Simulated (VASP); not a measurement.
A run of VASP 6.6.1 is set up as follows.

The input INCAR:

```
SYSTEM = InSe
AGGAC    = 1.0          
AGGAX    = 1.0          
ALDAC    = 0.0          
ALDAX    = 1.0          
ALGO     = Normal         ! electronic algorithm
EDIFF    = 1E-7           ! SCF threshold, eV
ENCUT    = 520            ! plane-wave cutoff, eV
GGA      = B5             ! functional
ISIF     = 2              ! what is computed and relaxed
ISMEAR   = -1             ! smearing method
IVDW     = 13             ! dispersion correction
LASPH    = .True.         ! aspherical terms in the spheres
LCHARG   = .False.        ! write CHGCAR
LREAL    = .False.        ! projectors in reciprocal space
LWAVE    = .False.        ! write WAVECAR
NBANDS   = 27             ! bands
NELM     = 100            ! most SCF steps
PREC     = Accurate       ! precision mode
SIGMA    = 0.05           ! smearing width, eV
VDW_A1   = 0.44488865   
VDW_A2   = 4.0933009    
VDW_S6   = 1.0          
VDW_S8   = 2.34076671
```

Contents of KPOINTS:

```
k-points
0
Gamma
  8 8 8
  0 0 0
```

POSCAR

```
InSe
1.0
    1.9729696595      1.1390945640      8.3259319629
   -1.9729696595      1.1390945640      8.3259319629
    0.0000000000     -2.2781891280      8.3259319629
In Se
2 2
Direct
    0.8886000000      0.8886000000      0.8886000000
    0.0000000000      0.0000000000      0.0000000000
    0.1719000000      0.1719000000      0.1719000000
    0.3835000000      0.3835000000      0.3835000000
```

Potentials or basis: VASP PAW PBE potentials, release 64 (In_d, Se).

Launch:

```sh
$ cat potpaw_PBE.64/In_d/POTCAR potpaw_PBE.64/Se/POTCAR > POTCAR
$ mpirun -np 1 vasp_std > vasp.out
```

Predict the largest force.

0.830 eV/Å.

What does it give for the dispersion energy per atom?

-0.635 eV.

Stress tensor (GPa, compression positive):
```
5.63 0.00 0.00
0.00 5.63 0.00
0.00 0.00 2.69
```

Caveat: the cell stands under pressure; the PAW data sets were made with another functional, which shifts forces and pressure a little.
